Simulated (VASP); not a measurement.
# Li (P4_2/mmc) in VASP: relaxation of cell and atoms with PBE

Aim: the relaxation of cell and atoms of Li with PBE.

Program: VASP 6.6.1. These are calculated values, not measurements. Logs are shortened: lines on timing, memory, paths and dates and some standing lists are left out, and cuts for length are marked.

## (1) The cell of the first run

Symmetry: P4_2/mmc, No. 131, tetragonal system. The conventional cell has a = 4.906 Å, b = 4.906 Å, c = 5.348 Å, α = 90.00°, β = 90.00°, γ = 90.00°. Li (site symmetry 2mm) has 3 Li at 2.22 to 2.46 Å within 2.9 Å. Within 3.3 Å of Li (site symmetry -4m2) lie 6 Li at 2.46 to 2.67 Å.

The cell was built from a structure type or drawn by symmetry, and may not be a known phase.

## (2) Relaxation of cell and atoms, PBE

INCAR reads:

```
PREC     = Accurate       # precision mode
ENCUT    = 600            # plane-wave cutoff, eV
EDIFF    = 1E-6           # SCF threshold, eV
ISMEAR   = 0              # smearing method
SIGMA    = 0.1            # smearing width, eV
LREAL    = F              # projectors in reciprocal space
LASPH    = T              # aspherical terms in the spheres
NELM     = 100            # most SCF steps
ALGO     = Normal         # electronic algorithm
ISIF     = 3              # what is computed and relaxed
LWAVE    = F              # write WAVECAR
LCHARG   = F              # write CHGCAR
GGA      = PE             # functional
IBRION   = 2              # ionic algorithm
NSW      = 90             # ionic steps
EDIFFG   = -0.04          # ionic threshold
```

KPOINTS reads:

```
regular mesh
0
Gamma
  4 4 4
```

POSCAR reads:

```
Li
1.0
    4.9058853900      0.0000000000      0.0000000000
    0.0000000000      4.9058853900      0.0000000000
    0.0000000000      0.0000000000      5.3481609200
Li
6
Direct
    0.5000000000      0.0000000000      0.7072967400
    0.0000000000      0.5000000000      0.7927032600
    0.0000000000      0.5000000000      0.2072967400
    0.5000000000      0.0000000000      0.2927032600
    0.5000000000      0.5000000000      0.7500000000
    0.5000000000      0.5000000000      0.2500000000
```

Potentials or basis: VASP PAW PBE potentials, release 64 (Li_sv).

Started as:

```bash
cat potpaw_PBE.64/Li_sv/POTCAR > POTCAR
mpirun -np 1 vasp_std > vasp.out
```

OUTCAR:

```text
PREC = Accurate
   ENCUT = 600
   EDIFF = 1E-6
   ISMEAR = 0
   LREAL = F
   LASPH = T
   NELM = 100
   ISIF = 3
   GGA = PE
   IBRION = 2
   NSW = 90
   EDIFFG = -0.04

 ion  position               nearest neighbor table
   1  0.500  0.000  0.707-   4 2.22   5 2.46   5 2.46
   2  0.000  0.500  0.793-   3 2.22   5 2.46   5 2.46
   3  0.000  0.500  0.207-   2 2.22   6 2.46   6 2.46
   4  0.500  0.000  0.293-   1 2.22   6 2.46   6 2.46
   5  0.500  0.500  0.750-   1 2.46   2 2.46   1 2.46   2 2.46
   6  0.500  0.500  0.250-   3 2.46   4 2.46   4 2.46   3 2.46

  LATTYP: Found a simple tetragonal cell.
 ALAT       =     4.9058853900
 C/A-ratio  =     1.0901520306

  Lattice vectors:

 A1 = (   4.9058853900,   0.0000000000,   0.0000000000)
 A2 = (   0.0000000000,   4.9058853900,   0.0000000000)
 A3 = (   0.0000000000,   0.0000000000,   5.3481609200)

Analysis of symmetry for initial positions (statically):
=====================================================================
 Subroutine PRICEL returns:
 Original cell was already a primitive cell.

 Routine SETGRP: Setting up the symmetry group for a
 simple tetragonal supercell.

 Subroutine GETGRP returns: Found 16 space group operations
 (whereof  8 operations were pure point group operations)
 out of a pool of 16 trial point group operations.

The static configuration has the point symmetry D_2h.
 The point group associated with its full space group is D_4h.

Analysis of symmetry for dynamics (positions and initial velocities):
=====================================================================
 Subroutine PRICEL returns:
 Original cell was already a primitive cell.

 Routine SETGRP: Setting up the symmetry group for a
 simple tetragonal supercell.

 Subroutine GETGRP returns: Found 16 space group operations
 (whereof  8 operations were pure point group operations)
 out of a pool of 16 trial point group operations.

The dynamic configuration has the point symmetry D_2h.
 The point group associated with its full space group is D_4h.

 Subroutine INISYM returns: Found 16 space group operations
 (whereof  8 operations are pure point group operations),
 and found     1 'primitive' translations

----------------------------------------------------------------------------------------

                                     Primitive cell

  volume of cell :     128.7180

  direct lattice vectors                    reciprocal lattice vectors
     4.905885390  0.000000000  0.000000000     0.203836804  0.000000000  0.000000000
     0.000000000  4.905885390  0.000000000     0.000000000  0.203836804  0.000000000
     0.000000000  0.000000000  5.348160920     0.000000000  0.000000000  0.186980163

  length of vectors
     4.905885390  4.905885390  5.348160920     0.203836804  0.203836804  0.186980163

  position of ions in fractional coordinates (direct lattice)
     0.500000000  0.000000000  0.707296740
     0.000000000  0.500000000  0.792703260
     0.000000000  0.500000000  0.207296740
     0.500000000  0.000000000  0.292703260
     0.500000000  0.500000000  0.750000000
     0.500000000  0.500000000  0.250000000

  ion indices of the primitive-cell ions
   primitive index   ion index
                 1           1
                 2           2
                 3           3
                 4           4
                 5           5
                 6           6

----------------------------------------------------------------------------------------

 KPOINTS: regular mesh

Automatic generation of k-mesh.
 Grid dimensions read from file:
 generate k-points for:    4    4    4

 Generating k-lattice:

  Cartesian coordinates                     Fractional coordinates (reciprocal lattice)
     0.050959201  0.000000000  0.000000000     0.250000000  0.000000000  0.000000000
     0.000000000  0.050959201  0.000000000     0.000000000  0.250000000  0.000000000
     0.000000000  0.000000000  0.046745041     0.000000000  0.000000000  0.250000000

  Length of vectors
     0.050959201  0.050959201  0.046745041

  Shift w.r.t. Gamma in fractional coordinates (k-lattice)
     0.000000000  0.000000000  0.000000000

 Subroutine IBZKPT returns following result:
 ===========================================

 Found     18 irreducible k-points:

 Following reciprocal coordinates:
            Coordinates               Weight
  0.000000  0.000000  0.000000      1.000000
  0.250000  0.000000  0.000000      4.000000
  0.500000  0.000000  0.000000      2.000000
  0.250000  0.250000  0.000000      4.000000
  0.500000  0.250000  0.000000      4.000000
  0.500000  0.500000  0.000000      1.000000
[... 10 lines left out ...]
  0.500000  0.250000  0.500000      4.000000
  0.500000  0.500000  0.500000      1.000000
   k-points           NKPTS =     18   k-points in BZ     NKDIM =     18   number of bands    NBANDS=     13
   number of dos      NEDOS =    301   number of ions     NIONS =      6
   total plane-waves  NPLWV =  76800
   dimension x,y,z NGX =    40 NGY =   40 NGZ =   48
   dimension x,y,z NGXF=    80 NGYF=   80 NGZF=   96
   ions per type =               6
   NGX,Y,Z   is equivalent  to a cutoff of  13.55, 13.55, 14.92 a.u.
   NGXF,Y,Z  is equivalent  to a cutoff of  27.11, 27.11, 29.84 a.u.
 SYSTEM =  unknown system
   PREC   = accura    normal or accurate (medium, high low for compatibility)
   ISTART =      0    job   : 0-new  1-cont  2-samecut
   ICHARG =      2    charge: 1-file 2-atom 10-const
   ISPIN  =      1    spin polarized calculation?
   LNONCOLLINEAR =      F non collinear calculations
   LSORBIT =      F    spin-orbit coupling
   LASPH  =      T    aspherical Exc in radial PAW
   ENCUT  =  600.0 eV  44.10 Ry    6.64 a.u.   9.80  9.80 10.68*2*pi/ulx,y,z
   NELM   =    100;   NELMIN=  2; NELMDL= -5     # of ELM steps
   EDIFF  = 0.1E-05   stopping-criterion for ELM
   LREAL  =      F    real-space projection
   EDIFFG = -.4E-01   stopping-criterion for IOM
   NSW    =     90    number of steps for IOM
   IBRION =      2    ionic relax: 0-MD 1-quasi-New 2-CG
   NFREE  =      1    steps in history (QN), initial steepest desc. (CG)
   ISIF   =      3    stress and relaxation
   ISYM   =      2    0-nonsym 1-usesym 2-fastsym
   POTIM  = 0.5000    time-step for ionic-motion
   TEBEG  =    0.0;   TEEND  =   0.0 temperature during run
   PSTRESS=    0.0 pullay stress
   NELECT =      18.0000    total number of electrons
   NUPDOWN=      -1.0000    fix difference up-down
   EMIN   =  10.00;   EMAX   =-10.00  energy-range for DOS
   EFERMI =   0.00;   METHOD = LEGACY
   ISMEAR =     0;   SIGMA  =   0.10  broadening in eV -4-tet -1-fermi 0-gaus
   EFERMI_NEDOS =   21; number of points for ismear=-14 and -15
   IALGO  =     38    algorithm
   IMIX   =      4    mixing-type and parameters
     AMIX     =   0.40;   BMIX     =  1.00
     AMIX_MAG =   1.60;   BMIX_MAG =  1.00
  volume/ion in A,a.u.               =      21.45       144.77
  Fermi-wavevector in a.u.,A,eV,Ry     =   0.849740  1.605775  9.824190  0.722058
  Thomas-Fermi vector in A             =   1.965608
   LORBIT       =      0    0 simple, 1 ext, 2 COOP (PROOUT), +10 PAW based schemes
   GGA     = PE    functional components
   LHFCALC =     F    Hartree Fock is set to
   AEXX    =    0.0000 exact exchange contribution
   IVDW    =     0    specifies the selected vdW correction
   LEPSILON=     F    determine dielectric tensor
   LRPA    =     F    only Hartree local field effects (RPA)
 conjugate gradient relaxation of ions
 non-spin polarized calculation
 Gauss-broadening in eV      SIGMA  =   0.10
  energy-cutoff  :      600.00
  volume of cell :      128.72
 maximum number of plane-waves:      4329
 NGX is ok and might be reduce to    40
   NGX = 19   NGY = 19   NGZ = 21

--------------------------------------- Ionic step        1  -------------------------------------------

 number of electron      17.9999988 magnetization

 Free energy of the ion-electron system (eV)
  ---------------------------------------------------
  ext. energy  EPLUGINS =         0.00000000
  ---------------------------------------------------
  free energy    TOTEN  =        -8.92374903 eV

  energy without entropy =       -8.91268942  energy(sigma->0) =       -8.91821922

------------------------ aborting loop because EDIFF is reached ----------------------------------------

  FORCE on cell =-STRESS in cart. coord.  units (eV):
  Direction    XX          YY          ZZ          XY          YZ          ZX
  --------------------------------------------------------------------------------------
  -------------------------------------------------------------------------------------
  Total        1.9983605      1.9983605      2.7602761      0.0000000      0.0000000      0.0000000
  in kB       24.8739724     24.8739724     34.3576811      0.0000000      0.0000000      0.0000000
  external PRESSURE =      28.0352087 kB  Pullay stress =       0.0000000 kB
[... 25 lines left out ...]
  energy  without entropy=       -8.9126894214  energy(sigma->0) =       -8.91821922

--------------------------------------- Ionic step        2  -------------------------------------------

 number of electron      18.0000039 magnetization

 E-fermi :   0.1641     XC(G=0):  -6.6752

 val. band max:        0.0833577093   @ k =   0.5000   0.5000   0.2500
 cond. band min:       0.1984776425   @ k =   0.5000   0.2500   0.0000
 fundamental gap:      0.1151199332
 Fermi energy:         0.1641093742

 k-point     1 :       0.0000    0.0000    0.0000
  band No.  band energies     occupation
      1     -46.9196      2.00000
      2     -46.9155      2.00000
      3     -46.8783      2.00000
      4     -46.8746      2.00000
      5     -46.3292      2.00000
      6     -46.3089      2.00000
      7      -3.0441      2.00000
      8      -0.4299      2.00000
      9       0.2662      0.14874
     10       0.2662      0.14874
     11       2.4418      0.00000
     12       3.5007      0.00000
     13       3.7805      0.00000
[... 467 lines left out ...]
  energy  without entropy=       -9.5776884407  energy(sigma->0) =       -9.58362012

--------------------------------------- Ionic step        7  -------------------------------------------

 number of electron      17.9999986 magnetization

 Free energy of the ion-electron system (eV)
  ---------------------------------------------------
  ext. energy  EPLUGINS =         0.00000000
  ---------------------------------------------------
  free energy    TOTEN  =        -9.60053340 eV

  energy without entropy =       -9.58603469  energy(sigma->0) =       -9.59328404

 E-fermi :  -0.2313     XC(G=0):  -6.2967

 val. band max:       -0.2323197370   @ k =   0.5000   0.5000   0.5000
 cond. band min:      -0.1555072605   @ k =   0.5000   0.5000   0.2500
 fundamental gap:      0.0768124765
 Fermi energy:        -0.2312710455

 k-point     1 :       0.0000    0.0000    0.0000
  band No.  band energies     occupation
      1     -47.4227      2.00000
      2     -47.4212      2.00000
      3     -47.4075      2.00000
      4     -47.4063      2.00000
      5     -46.8417      2.00000
      6     -46.8263      2.00000
      7      -3.2444      2.00000
      8      -0.5687      2.00000
      9      -0.1355      0.17569
     10      -0.1355      0.17569
     11       1.9716      0.00000
     12       2.2473      0.00000
     13       2.8938      0.00000
[... 303 lines left out ...]
  FREE ENERGIE OF THE ION-ELECTRON SYSTEM (eV)
  ---------------------------------------------------
  free  energy   TOTEN  =        -9.6005333960 eV

  energy  without entropy=       -9.5860346895  energy(sigma->0) =       -9.59328404

 reached required accuracy - stopping structural energy minimisation
```

It took 3.5 min on 1 thread of Intel Xeon Platinum 8259CL at 2.50GHz (Skylake/Cascade Lake), shared host; peak memory 0.26 GiB.

What came out:

| Item | Value |
| --- | --- |
| Free energy | -9.6005 eV |
| Relaxed volume | 26.61 Å³/atom |
| Relaxed cell | a = 5.336 Å, b = 5.336 Å, c = 5.608 Å, α = 90.00°, β = 90.00°, γ = 90.00° |
| Space group after relaxing (to 0.1 Å) | P4/mmm (No. 123) |
| Energy gained by relaxing | 112.8 meV/atom |
| Ionic steps | 7 |
| Pressure after relaxing | -0.1 GPa |
| Largest force after relaxing | 0.007 eV/Å |
| Band gap on the k mesh | zero (bands 9 and 10 overlap by 2.00 eV) |

Forces in eV/Å, atoms in the order of the input:
```
Li   0.000  0.000  0.007
Li   0.000  0.000 -0.007
Li   0.000  0.000  0.007
Li   0.000  0.000 -0.007
Li   0.000  0.000  0.000
Li   0.000  0.000  0.000
```

The path:
| step | energy change (eV) | largest force (eV/Å) | pressure (GPa) | volume (Å³) |
| --- | --- | --- | --- | --- |
| 1 | 0.0000 | 1.1114 | 2.80 | 128.72 |
| 2 | -0.3015 | 0.7398 | 1.81 | 135.84 |
| 3 | -0.5864 | 0.2358 | 0.42 | 150.37 |
| 4 | -0.6139 | 0.1136 | 0.05 | 155.75 |
| 5 | -0.6164 | 0.0741 | -0.05 | 157.75 |
| 6 | -0.6658 | 0.0391 | -0.09 | 158.93 |
| 7 | -0.6768 | 0.0069 | -0.09 | 159.68 |

Final structure:
```
Li
1.0
     5.33626    0.00000    0.00000
     0.00000    5.33626    0.00000
     0.00000    0.00000    5.60759
Li
6
Direct
  0.50000 0.00000 0.74965
  0.00000 0.50000 0.75035
  0.00000 0.50000 0.24965
  0.50000 0.00000 0.25035
  0.50000 0.50000 0.75000
  0.50000 0.50000 0.25000
```

Levels at points of the mesh, in eV from the Fermi level:
| k point | band 6 | band 7 | band 8 | band 9 | band 10 | band 11 | band 12 | band 13 |
| --- | --- | --- | --- | --- | --- | --- | --- | --- |
| (0.00, 0.00, 0.00) | -46.60 | -3.01 | -0.34 | 0.10 | 0.10 | 2.20 | 2.48 | 3.13 |
| (0.50, 0.00, 0.00) | -46.60 | -2.20 | -1.77 | 0.43 | 0.68 | 1.52 | 2.81 | 2.83 |
| (0.50, 0.50, 0.00) | -46.60 | -1.54 | -0.89 | -0.89 | -0.22 | 1.58 | 1.84 | 1.84 |
| (0.00, 0.00, 0.50) | -46.60 | -2.13 | -2.13 | 1.23 | 1.23 | 1.23 | 1.23 | 2.82 |
| (0.50, 0.00, 0.50) | -46.60 | -1.33 | -1.33 | -0.77 | -0.77 | 1.81 | 1.81 | 3.72 |
| (0.50, 0.50, 0.50) | -46.60 | -0.60 | -0.60 | 0.00 | 0.00 | 0.00 | 0.00 | 0.96 |

Caveat: the cutoff is under 1.25 times the usual one of these potentials, so pressure, stress and relaxed cells hold a basis-set (Pulay) error; the volume moved by over 15 % at a fixed basis, so the end points are rough.
